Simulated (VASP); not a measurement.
Runs of VASP 6.6.1 on Ir. The structure is that of space group Fm-3m (No. 225), or close to it. The cells are those of the table. 

```csv
cell,gap on the mesh (eV),pressure (GPa)
"a = 2.686, b = 2.686, c = 2.737 Å, angles 59.4, 59.4, 61.3°, 1 atom",none,15.7
"a = 2.789, b = 2.789, c = 2.737 Å, angles 60.6, 60.6, 58.8°, 1 atom",none,(b)
"a = 2.738, b = 2.738, c = 2.641 Å, angles 61.2, 61.2, 62.3°, 1 atom",none,2.9
"a = 2.737, b = 2.737, c = 2.689 Å, angles 60.6, 60.6, 61.2°, 1 atom",none,(a)
"a = 2.789, b = 2.789, c = 2.689 Å, angles 61.2, 61.2, 59.9°, 1 atom",none,-10.5
```

Alike in all rows: task single point; level PBE; potentials or basis VASP PAW PBE potentials, release 64 (Ir); no spin polarisation; k mesh 20 × 20 × 20; cutoff (eV) 520; smearing gaussian 0.15 eV.

Estimate the missing entries.

(a) 1.0; (b) -11.0.

Caveats: spin-orbit coupling is left out, which moves the levels of the heavy elements; the cell stands under tension (at least some runs); the cell stands under pressure (at least some runs).

A k mesh can miss the band edges, and the runs leave out spin-orbit coupling on Ir.

A gap of «none» marks levels without a gap at the run's occupations.
